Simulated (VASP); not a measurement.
# Hf (Im-3m) in VASP: notebook

The runs below take Hf through single point, with LDA.

Everything below comes from runs of VASP 6.6.1. Logs are shortened: lines on timing, memory, paths and dates and some standing lists are left out, and cuts for length are marked.

## 1. The cell of the first run

It takes space group Im-3m (No. 229, cubic). Conventional cell: a = 3.485 Å, b = 3.485 Å, c = 3.485 Å, α = 90.00°, β = 90.00°, γ = 90.00°. Hf (site symmetry m-3m) has 14 Hf at 3.02 to 3.49 Å within 4.0 Å.

## 2. Single point, LDA

INCAR

```
SYSTEM = Hf
PREC = Accurate
ENCUT = 520
EDIFF = 1E-6
ISMEAR = 0
SIGMA = 0.05
LREAL = .False.
LASPH = .True.
NELM = 60
ALGO = Normal
ISIF = 2
LWAVE = .False.
LCHARG = .True.
GGA = CA
LELF = .True.
LVHAR = .True.
NBANDS = 11
```

KPOINTS

```
regular mesh
0
Gamma
  14 14 14
  0 0 0
```

POSCAR

```
Hf
1.0
   -1.7427083392      1.7427083392      1.7427083392
    1.7427083392     -1.7427083392      1.7427083392
    1.7427083392      1.7427083392     -1.7427083392
Hf
1
Direct
    0.0000000000      0.0000000000      0.0000000000
```

Potentials or basis: VASP PAW LDA potentials, release 64 (Hf_pv).

Run with:

```sh
$ cat potpaw_LDA.64/Hf_pv/POTCAR > POTCAR
$ mpirun -np 1 vasp_std > vasp.out
```

OUTCAR:

```text
SYSTEM = Hf
   PREC = Accurate
   ENCUT = 520
   EDIFF = 1E-6
   ISMEAR = 0
   LREAL = .False.
   LASPH = .True.
   NELM = 60
   ISIF = 2
   GGA = CA

 ion  position               nearest neighbor table
   1  0.000  0.000  0.000-

  LATTYP: Found a body centered cubic cell.
 ALAT       =     3.4854166784

  Lattice vectors:

 A1 = (  -1.7427083392,   1.7427083392,   1.7427083392)
 A2 = (   1.7427083392,  -1.7427083392,   1.7427083392)
 A3 = (   1.7427083392,   1.7427083392,  -1.7427083392)

Analysis of symmetry for initial positions (statically):
=====================================================================
 Subroutine PRICEL returns:
 Original cell was already a primitive cell.

 Routine SETGRP: Setting up the symmetry group for a
 body centered cubic supercell.

 Subroutine GETGRP returns: Found 48 space group operations
 (whereof 48 operations were pure point group operations)
 out of a pool of 48 trial point group operations.

The static configuration has the point symmetry O_h .

Analysis of symmetry for dynamics (positions and initial velocities):
=====================================================================
 Subroutine PRICEL returns:
 Original cell was already a primitive cell.

 Routine SETGRP: Setting up the symmetry group for a
 body centered cubic supercell.

 Subroutine GETGRP returns: Found 48 space group operations
 (whereof 48 operations were pure point group operations)
 out of a pool of 48 trial point group operations.

The dynamic configuration has the point symmetry O_h .

 Subroutine INISYM returns: Found 48 space group operations
 (whereof 48 operations are pure point group operations),
 and found     1 'primitive' translations

----------------------------------------------------------------------------------------

                                     Primitive cell

  volume of cell :      21.1706

  direct lattice vectors                    reciprocal lattice vectors
    -1.742708339  1.742708339  1.742708339     0.000000000  0.286909742  0.286909742
     1.742708339 -1.742708339  1.742708339     0.286909742  0.000000000  0.286909742
     1.742708339  1.742708339 -1.742708339     0.286909742  0.286909742  0.000000000

  length of vectors
     3.018459386  3.018459386  3.018459386     0.405751648  0.405751648  0.405751648

  position of ions in fractional coordinates (direct lattice)
     0.000000000  0.000000000  0.000000000

  ion indices of the primitive-cell ions
   primitive index   ion index
                 1           1

----------------------------------------------------------------------------------------

 KPOINTS: regular mesh

Automatic generation of k-mesh.
 Grid dimensions read from file:
 generate k-points for:   14   14   14

 Generating k-lattice:

  Cartesian coordinates                     Fractional coordinates (reciprocal lattice)
     0.000000000  0.020493553  0.020493553     0.071428571  0.000000000  0.000000000
     0.020493553  0.000000000  0.020493553     0.000000000  0.071428571  0.000000000
     0.020493553  0.020493553  0.000000000     0.000000000  0.000000000  0.071428571

  Length of vectors
     0.028982261  0.028982261  0.028982261

  Shift w.r.t. Gamma in fractional coordinates (k-lattice)
     0.000000000  0.000000000  0.000000000

 Subroutine IBZKPT returns following result:
 ===========================================

 Found    104 irreducible k-points:

 Following reciprocal coordinates:
            Coordinates               Weight
  0.000000  0.000000  0.000000      1.000000
  0.071429  0.000000  0.000000     12.000000
  0.142857  0.000000  0.000000     12.000000
  0.214286  0.000000  0.000000     12.000000
  0.285714  0.000000  0.000000     12.000000
  0.357143  0.000000  0.000000     12.000000
[... 16 lines left out ...]
  0.285714  0.285714  0.000000     24.000000
  0.357143  0.285714 -0.000000     24.000000
 [... further k-points ...]
   k-points           NKPTS =    104   k-points in BZ     NKDIM =    104   number of bands    NBANDS=     11
   number of dos      NEDOS =    301   number of ions     NIONS =      1
   total plane-waves  NPLWV =  13824
   dimension x,y,z NGX =    24 NGY =   24 NGZ =   24
   dimension x,y,z NGXF=    48 NGYF=   48 NGZF=   48
   ions per type =               1
   NGX,Y,Z   is equivalent  to a cutoff of  13.22, 13.22, 13.22 a.u.
   NGXF,Y,Z  is equivalent  to a cutoff of  26.44, 26.44, 26.44 a.u.
 SYSTEM =  Hf
   PREC   = accura    normal or accurate (medium, high low for compatibility)
   ISTART =      0    job   : 0-new  1-cont  2-samecut
   ICHARG =      2    charge: 1-file 2-atom 10-const
   ISPIN  =      1    spin polarized calculation?
   LNONCOLLINEAR =      F non collinear calculations
   LSORBIT =      F    spin-orbit coupling
   LASPH  =      T    aspherical Exc in radial PAW
   ENCUT  =  520.0 eV  38.22 Ry    6.18 a.u.   5.61  5.61  5.61*2*pi/ulx,y,z
   NELM   =     60;   NELMIN=  2; NELMDL= -5     # of ELM steps
   EDIFF  = 0.1E-05   stopping-criterion for ELM
   LREAL  =      F    real-space projection
   EDIFFG = 0.1E-04   stopping-criterion for IOM
   NSW    =      0    number of steps for IOM
   IBRION =     -1    ionic relax: 0-MD 1-quasi-New 2-CG
   NFREE  =      0    steps in history (QN), initial steepest desc. (CG)
   ISIF   =      2    stress and relaxation
   ISYM   =      2    0-nonsym 1-usesym 2-fastsym
   POTIM  = 0.5000    time-step for ionic-motion
   TEBEG  =    0.0;   TEEND  =   0.0 temperature during run
   PSTRESS=    0.0 pullay stress
   NELECT =      10.0000    total number of electrons
   NUPDOWN=      -1.0000    fix difference up-down
   EMIN   =  10.00;   EMAX   =-10.00  energy-range for DOS
   EFERMI =   0.00;   METHOD = LEGACY
   ISMEAR =     0;   SIGMA  =   0.05  broadening in eV -4-tet -1-fermi 0-gaus
   EFERMI_NEDOS =   21; number of points for ismear=-14 and -15
   IALGO  =     38    algorithm
   IMIX   =      4    mixing-type and parameters
     AMIX     =   0.40;   BMIX     =  1.00
     AMIX_MAG =   1.60;   BMIX_MAG =  1.00
  volume/ion in A,a.u.               =      21.17       142.87
  Fermi-wavevector in a.u.,A,eV,Ry     =   1.274961  2.409326 22.116607  1.625525
  Thomas-Fermi vector in A             =   2.407700
   LORBIT       =      0    0 simple, 1 ext, 2 COOP (PROOUT), +10 PAW based schemes
   GGA     = CA    functional components
   LHFCALC =     F    Hartree Fock is set to
   AEXX    =    0.0000 exact exchange contribution
   IVDW    =     0    specifies the selected vdW correction
   LEPSILON=     F    determine dielectric tensor
   LRPA    =     F    only Hartree local field effects (RPA)
 non-spin polarized calculation
 Gauss-broadening in eV      SIGMA  =   0.05
  energy-cutoff  :      520.00
  volume of cell :       21.17
 maximum number of plane-waves:       586
   NGX = 11   NGY = 11   NGZ = 11

 number of electron      10.0000000 magnetization

 number of electron       9.9999998 magnetization

 Free energy of the ion-electron system (eV)
  ---------------------------------------------------
  ext. energy  EPLUGINS =         0.00000000
  ---------------------------------------------------
  free energy    TOTEN  =       -10.54236911 eV

  energy without entropy =      -10.54066446  energy(sigma->0) =      -10.54151678

 E-fermi :   4.8051     XC(G=0): -11.7211

 val. band max:        4.7995021528   @ k =  -0.4286   0.4286   0.1429
 cond. band min:       4.8214670438   @ k =   0.2857   0.1429   0.0714
 fundamental gap:      0.0219648910
 Fermi energy:         4.8050934516

 k-point     1 :       0.0000    0.0000    0.0000
  band No.  band energies     occupation
      1     -24.6225      2.00000
      2     -24.6225      2.00000
      3     -24.6225      2.00000
      4      -2.3119      2.00000
      5       6.3180      0.00000
      6       6.3180      0.00000
      7       6.3180      0.00000
      8       9.2751      0.00000
      9       9.2751      0.00000
     10      17.3545      0.00000
     11      18.4652      0.00000

 k-point     2 :       0.0714    0.0000    0.0000
  band No.  band energies     occupation
      1     -24.6765      2.00000
      2     -24.6390      2.00000
      3     -24.6228      2.00000
      4      -2.1091      2.00000
      5       6.1765      0.00000
      6       6.2650      0.00000
      7       6.5180      0.00000
      8       9.0458      0.00000
      9       9.2722      0.00000
     10      17.3544      0.00000
     11      18.6606      0.00000

 k-point     3 :       0.1429    0.0000    0.0000
  band No.  band energies     occupation
      1     -24.8250      2.00000
      2     -24.6850      2.00000
      3     -24.6237      2.00000
      4      -1.5321      2.00000
      5       5.8093      0.00000
      6       6.0273      0.00000
      7       7.1091      0.00000
      8       8.6924      0.00000
      9       9.2854      0.00000
     10      17.3538      0.00000
     11      19.0831      0.00000

 k-point     4 :       0.2143    0.0000    0.0000
  band No.  band energies     occupation
      1     -25.0331      2.00000
      2     -24.7508      2.00000
      3     -24.6249      2.00000
      4      -0.6820      2.00000
      5       5.3386      0.00000
      6       5.5770      0.00000
      7       8.0633      0.00000
      8       8.6472      0.00000
      9       9.3607      0.00000
     10      17.3522      0.00000
     11      19.0886      0.00000

 k-point     5 :       0.2857    0.0000    0.0000
  band No.  band energies     occupation
      1     -25.2557      2.00000
      2     -24.8227      2.00000
      3     -24.6263      2.00000
      4       0.2422      2.00000
      5       4.8779      0.03936
      6       5.2140      0.00000
      7       8.8764      0.00000
      8       9.3262      0.00000
      9       9.5319      0.00000
     10      17.3469      0.00000
     11      18.1635      0.00000
[... 211 lines left out ...]
 k-point    21 :       0.2857    0.2143    0.0000
  band No.  band energies     occupation
      1     -25.4583      2.00000
      2     -25.0377      2.00000
      3     -24.7245      2.00000
      4       2.2524      2.00000
      5       4.1589      2.00000
      6       4.8710      0.06223
      7       8.9024      0.00000
      8      10.0318      0.00000
      9      12.9505      0.00000
     10      15.1900      0.00000
     11      17.3659      0.00000

 k-point    22 :       0.3571    0.2143    0.0000
  band No.  band energies     occupation
      1     -25.4854      2.00000
      2     -25.1032      2.00000
      3     -24.7301      2.00000
      4       2.4682      2.00000
      5       4.2057      2.00000
      6       5.0241      0.00000
      7       9.0296      0.00000
      8      10.2027      0.00000
      9      13.8879      0.00000
     10      14.1972      0.00000
     11      17.3621      0.00000

 k-point    23 :       0.2857    0.2857    0.0000
  band No.  band energies     occupation
      1     -25.4306      2.00000
      2     -25.1635      2.00000
      3     -24.7425      2.00000
      4       2.8493      2.00000
      5       4.0774      2.00000
      6       4.7514      1.87148
      7       9.2602      0.00000
      8       9.9345      0.00000
      9      13.6341      0.00000
     10      14.4871      0.00000
     11      17.3626      0.00000

 k-point    24 :       0.3571    0.2857   -0.0000
  band No.  band energies     occupation
      1     -25.3920      2.00000
      2     -25.2383      2.00000
      3     -24.7478      2.00000
      4       3.0422      2.00000
      5       4.2043      2.00000
      6       4.5863      2.00000
      7       9.4569      0.00000
      8      10.0006      0.00000
      9      12.8782      0.00000
     10      15.4604      0.00000
     11      16.9500      0.00000

 [... further k-points ...]
[... 5 lines left out ...]
  --------------------------------------------------------------------------------------
  -------------------------------------------------------------------------------------
  Total       -0.5275782     -0.5275782     -0.5275782      0.0000000     -0.0000000     -0.0000000
  in kB      -39.9266902    -39.9266902    -39.9266902      0.0000000     -0.0000000     -0.0000000
  external PRESSURE =     -39.9266902 kB  Pullay stress =       0.0000000 kB

 VOLUME and BASIS-vectors are now :
 -----------------------------------------------------------------------------
  energy-cutoff  :      520.00
  volume of cell :       21.17
      direct lattice vectors                 reciprocal lattice vectors
    -1.742708339  1.742708339  1.742708339     0.000000000  0.286909742  0.286909742
     1.742708339 -1.742708339  1.742708339     0.286909742  0.000000000  0.286909742
     1.742708339  1.742708339 -1.742708339     0.286909742  0.286909742  0.000000000

 POSITION                                       TOTAL-FORCE (eV/Angst)
 -----------------------------------------------------------------------------------
      0.00000      0.00000      0.00000         0.000000      0.000000      0.000000
 -----------------------------------------------------------------------------------
    total drift:                               -0.000000      0.000000      0.000000

  FREE ENERGIE OF THE ION-ELECTRON SYSTEM (eV)
  ---------------------------------------------------
  free  energy   TOTEN  =       -10.5423691071 eV

  energy  without entropy=      -10.5406644571  energy(sigma->0) =      -10.54151678
```

Wall time 8.2 s (1 thread of Intel Xeon 6975P-C (Granite Rapids), shared host); peak memory 0.14 GiB.

Results:

```yaml
Free_energy: -10.5424 eV
Pressure: -4.0 GPa
Band_gap_on_the_k_mesh: zero (band 5 reaches 6.32 eV, above the bottom of band 6 at 4.05 eV)
```

Levels at points of the mesh, in eV from the Fermi level:
```
           k point  band 1  band 2  band 3  band 4  band 5  band 6  band 7  band 8  band 9  band 10
(0.00, 0.00, 0.00)  -29.43  -29.43  -29.43   -7.12    1.51    1.51    1.51    4.47    4.47    12.55
(0.50, 0.00, 0.00)  -30.43  -29.75  -29.43   -3.51   -0.62    1.47    4.32    5.37    8.07    10.87
(0.50, 0.50, 0.50)  -30.13  -30.13  -30.13   -2.79   -2.79    7.16    7.16    7.16    7.80     7.80
```

Caveat: spin-orbit coupling is left out, which moves the levels of the heavy elements.

## 3. Single point, LDA

This run uses another cell than the first one, of 23.52 Å³/atom, 1.111 times its volume.

INCAR

```
PREC     = Accurate       # precision mode
ENCUT    = 520            # plane-wave cutoff, eV
EDIFF    = 1E-7           # SCF threshold, eV
ISMEAR   = 0              # smearing method
SIGMA    = 0.05           # smearing width, eV
LREAL    = False          # projectors in reciprocal space
LASPH    = True           # aspherical terms in the spheres
NELM     = 80             # most SCF steps
ALGO     = Normal         # electronic algorithm
ISIF     = 2              # what is computed and relaxed
LWAVE    = False          # write WAVECAR
LCHARG   = False          # write CHGCAR
NBANDS   = 11             # bands
```

KPOINTS

```
Automatic mesh
0
Gamma
  14 14 14
```

POSCAR

```
Hf
1.0
   -1.8050000000      1.8050000000      1.8050000000
    1.8050000000     -1.8050000000      1.8050000000
    1.8050000000      1.8050000000     -1.8050000000
Hf
1
Direct
    0.0000000000      0.0000000000      0.0000000000
```

Potentials or basis: VASP PAW LDA potentials, release 64 (Hf_pv).

Run with:

```sh
$ cat potpaw_LDA.64/Hf_pv/POTCAR > POTCAR
$ mpirun -np 1 vasp_std > vasp.out
```

OUTCAR:

```text
PREC = Accurate
   ENCUT = 520
   EDIFF = 1E-7
   ISMEAR = 0
   LREAL = False
   LASPH = True
   NELM = 80
   ISIF = 2

 ion  position               nearest neighbor table
   1  0.000  0.000  0.000-

  LATTYP: Found a body centered cubic cell.
 ALAT       =     3.6100000000

  Lattice vectors:

 A1 = (  -1.8050000000,   1.8050000000,   1.8050000000)
 A2 = (   1.8050000000,  -1.8050000000,   1.8050000000)
 A3 = (   1.8050000000,   1.8050000000,  -1.8050000000)

Analysis of symmetry for initial positions (statically):
[... 504 lines left out ...]
      3     -25.8376      2.00000
      4       2.5016      2.00000
      5       3.5379      2.00000
      6       3.8021      2.00000
      7       8.2715      0.00000
      8       8.7355      0.00000
      9      11.0628      0.00000
     10      13.5309      0.00000
     11      14.9250      0.00000

 [... further k-points ...]
[... 5 lines left out ...]
  --------------------------------------------------------------------------------------
  -------------------------------------------------------------------------------------
  Total       -1.8908654     -1.8908654     -1.8908654      0.0000000     -0.0000000      0.0000000
  in kB     -128.7892420   -128.7892420   -128.7892420      0.0000000     -0.0000000      0.0000000
  external PRESSURE =    -128.7892420 kB  Pullay stress =       0.0000000 kB

 VOLUME and BASIS-vectors are now :
 -----------------------------------------------------------------------------
  energy-cutoff  :      520.00
  volume of cell :       23.52
      direct lattice vectors                 reciprocal lattice vectors
    -1.805000000  1.805000000  1.805000000     0.000000000  0.277008310  0.277008310
     1.805000000 -1.805000000  1.805000000     0.277008310  0.000000000  0.277008310
     1.805000000  1.805000000 -1.805000000     0.277008310  0.277008310  0.000000000

 POSITION                                       TOTAL-FORCE (eV/Angst)
 -----------------------------------------------------------------------------------
      0.00000      0.00000      0.00000        -0.000000      0.000000     -0.000000
 -----------------------------------------------------------------------------------
    total drift:                                0.000000      0.000000      0.000000

  FREE ENERGIE OF THE ION-ELECTRON SYSTEM (eV)
  ---------------------------------------------------
  free  energy   TOTEN  =       -10.4127660368 eV

  energy  without entropy=      -10.4092502106  energy(sigma->0) =      -10.41100812
```

OSZICAR:

```text
N       E                     dE             d eps       ncg     rms          rms(c)
DAV:   1     0.113621802836E+02    0.11362E+02   -0.57783E+03  2304   0.837E+02
DAV:   2    -0.103770073995E+02   -0.21739E+02   -0.21093E+02  2846   0.150E+02
DAV:   3    -0.108165829657E+02   -0.43958E+00   -0.43239E+00  2913   0.145E+01
DAV:   4    -0.108184340425E+02   -0.18511E-02   -0.18507E-02  2559   0.114E+00
DAV:   5    -0.108184465158E+02   -0.12473E-04   -0.12473E-04  2898   0.823E-02    0.431E+01
DAV:   6    -0.105115668281E+02    0.30688E+00   -0.26287E-01  2516   0.353E+00    0.249E+01
DAV:   7    -0.104183010861E+02    0.93266E-01   -0.34337E-01  2561   0.387E+00    0.119E+00
DAV:   8    -0.104128073227E+02    0.54938E-02   -0.26460E-02  2498   0.114E+00    0.891E-01
DAV:   9    -0.104127661138E+02    0.41209E-04   -0.74996E-04  2960   0.191E-01    0.461E-02
DAV:  10    -0.104127667998E+02   -0.68599E-06   -0.30975E-05  2571   0.381E-02    0.254E-02
DAV:  11    -0.104127660437E+02    0.75610E-06   -0.42202E-06  2726   0.145E-02    0.513E-03
DAV:  12    -0.104127660368E+02    0.69621E-08   -0.59229E-08  1910   0.217E-03
   1 F= -.10412766E+02 E0= -.10411008E+02  d E =-.351583E-02
```

stdout:

```text
POSCAR found type information on POSCAR Hf
 POSCAR found :  1 types and       1 ions
 scaLAPACK will be used
 LDA part: xc-table for (Slater(with rela. corr.)+CA(PZ))
 , standard interpolation
 POSCAR, INCAR and KPOINTS ok, starting setup
 FFT: planning ... GRIDC
 FFT: planning ... GRID_SOFT
 FFT: planning ... GRID
 WAVECAR not read
 entering main loop
```

It took 8.1 s on 1 thread of Intel Xeon 6975P-C (Granite Rapids), shared host; peak memory 0.14 GiB.

Results:

| Quantity | Value |
| --- | --- |
| Free energy | -10.4128 eV |
| Pressure | -12.9 GPa |
| Band gap on the k mesh | zero (band 5 reaches 5.51 eV, above the bottom of band 6 at 3.40 eV) |

Levels at points of the mesh, in eV from the Fermi level:
| k point | band 3 | band 4 | band 5 | band 6 | band 7 | band 8 |
| --- | --- | --- | --- | --- | --- | --- |
| (0.00, 0.00, 0.00) | -29.85 | -6.80 | 1.41 | 1.41 | 1.41 | 4.06 |
| (0.50, 0.00, 0.00) | -29.85 | -3.21 | -0.46 | 1.05 | 3.85 | 4.79 |
| (0.50, 0.50, 0.50) | -30.35 | -2.35 | -2.35 | 6.34 | 6.34 | 6.34 |

Caveat: spin-orbit coupling is left out, which moves the levels of the heavy elements.
